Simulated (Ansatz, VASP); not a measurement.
## Two plane-wave programs on Ga2O3

POSCAR

```
Ga2O3
1.0
    1.3883852660      0.0000000000     -5.6399772456
    0.0000000000      3.0390611527      0.0000000000
   11.7003290450      0.0000000000      2.2610560139
Ga O
8 12
Direct
   -0.2085804488      0.0000000000      0.8405209738
    0.5914195512      0.5000000000      0.3405209738
    0.3085804488      0.0000000000      0.6594790262
    0.1085804488      0.5000000000      0.1594790262
    0.0990144925      0.0000000000      0.4087278752
    0.2990144925      0.5000000000      0.9087278752
    0.6009855075      0.0000000000      0.0912721248
   -0.1990144925      0.5000000000      0.5912721248
   -0.4934720004      0.0000000000      0.9142143310
    0.3065279996      0.5000000000      0.4142143310
    0.5934720004      0.0000000000      0.5857856690
    0.3934720004      0.5000000000      0.0857856690
    0.0558119725      0.0000000000      0.9233419983
   -0.1441880275      0.5000000000      0.4233419983
    0.0441880275      0.0000000000      0.5766580017
    0.8441880275      0.5000000000      0.0766580017
    0.0922766962      0.0000000000      0.2462851429
    0.2922766962      0.5000000000      0.7462851429
    0.6077233038      0.0000000000      0.2537148571
   -0.1922766962      0.5000000000      0.7537148571
```

File INCAR.step1:

```
SYSTEM = Ga2O3
ALGO = Normal
EDIFF = 1E-4
ENCUT = 520
GGA = PE
ISMEAR = 0
LASPH = .True.
LCHARG = .False.
LREAL = Auto
LWAVE = .True.
NBANDS = 104
NELM = 80
PREC = Accurate
SIGMA = 0.05
```

Contents of INCAR.step2:

```
SYSTEM = Ga2O3
ALGO = Normal
EDIFF = 1E-6
ENCUT = 520
ISIF = 2
ISMEAR = 0
ISTART = 1
LASPH = .True.
LCHARG = .False.
LMIXTAU = .True.
LREAL = Auto
LWAVE = .False.
METAGGA = R2SCAN
NBANDS = 104
NELM = 80
PREC = Accurate
SIGMA = 0.05
```

KPOINTS

```
k-points
0
Gamma
  4 7 2
  0 0 0
```

Input for Ansatz:

```yaml
crystal:
  lattice:
    - [1.388385266, 0.0, -5.6399772456]
    - [0.0, 3.0390611527, 0.0]
    - [11.700329045, 0.0, 2.2610560139]
  atoms:
    - { symbol: Ga, position: [-0.2085804488, 0.0, 0.8405209738] }
    - { symbol: Ga, position: [0.5914195512, 0.5, 0.3405209738] }
    - { symbol: Ga, position: [0.3085804488, 0.0, 0.6594790262] }
    - { symbol: Ga, position: [0.1085804488, 0.5, 0.1594790262] }
    - { symbol: Ga, position: [0.0990144925, 0.0, 0.4087278752] }
    - { symbol: Ga, position: [0.2990144925, 0.5, 0.9087278752] }
    - { symbol: Ga, position: [0.6009855075, 0.0, 0.0912721248] }
    - { symbol: Ga, position: [-0.1990144925, 0.5, 0.5912721248] }
    - { symbol: O, position: [-0.4934720004, 0.0, 0.914214331] }
    - { symbol: O, position: [0.3065279996, 0.5, 0.414214331] }
    - { symbol: O, position: [0.5934720004, 0.0, 0.585785669] }
    - { symbol: O, position: [0.3934720004, 0.5, 0.085785669] }
    - { symbol: O, position: [0.0558119725, 0.0, 0.9233419983] }
    - { symbol: O, position: [-0.1441880275, 0.5, 0.4233419983] }
    - { symbol: O, position: [0.0441880275, 0.0, 0.5766580017] }
    - { symbol: O, position: [0.8441880275, 0.5, 0.0766580017] }
    - { symbol: O, position: [0.0922766962, 0.0, 0.2462851429] }
    - { symbol: O, position: [0.2922766962, 0.5, 0.7462851429] }
    - { symbol: O, position: [0.6077233038, 0.0, 0.2537148571] }
    - { symbol: O, position: [-0.1922766962, 0.5, 0.7537148571] }
basis:
  ecutwfc: 500
kpoints:
  mp_grid: { grid: [4, 7, 2] }
hamiltonian:
  xc: r2scan
scf:
  occupations: { method: gaussian, width: 0.05 }
output:
  forces: true
  stress: true
  eigenvalues: true
```

Alike in both runs: task single point; functional r2SCAN; k mesh 4 × 7 × 2; occupations gaussian, width 0.05 eV; no spin polarisation.

|  | VASP | Ansatz |
| --- | --- | --- |
| version | VASP 6.6.1 | Ansatz 0.2.0 |
| potentials or method | VASP PAW PBE potentials, release 64 (Ga_d, O), cutoff 520 eV | scalar-relativistic, plane waves, PAW |
| valence electrons in the cell | 176 | 176 |

```csv
,VASP,Ansatz,Ansatz less VASP
gap on the k mesh at the Fermi level (eV),2.01,2.04,+0.029
least direct gap on the mesh (eV),2.09,2.12,+0.028
pressure (GPa),1.3,-0.6,-1.82
"traceless stress, the component that is largest in VASP (GPa)",5.50,5.52,+0.013
rms of the force components (eV/Å),0.754,0.740,-0.0147
```

VASP's potentials were made for PBE, not for r2SCAN. Atom by atom the forces differ by 0.039 eV/Å (rms over components).
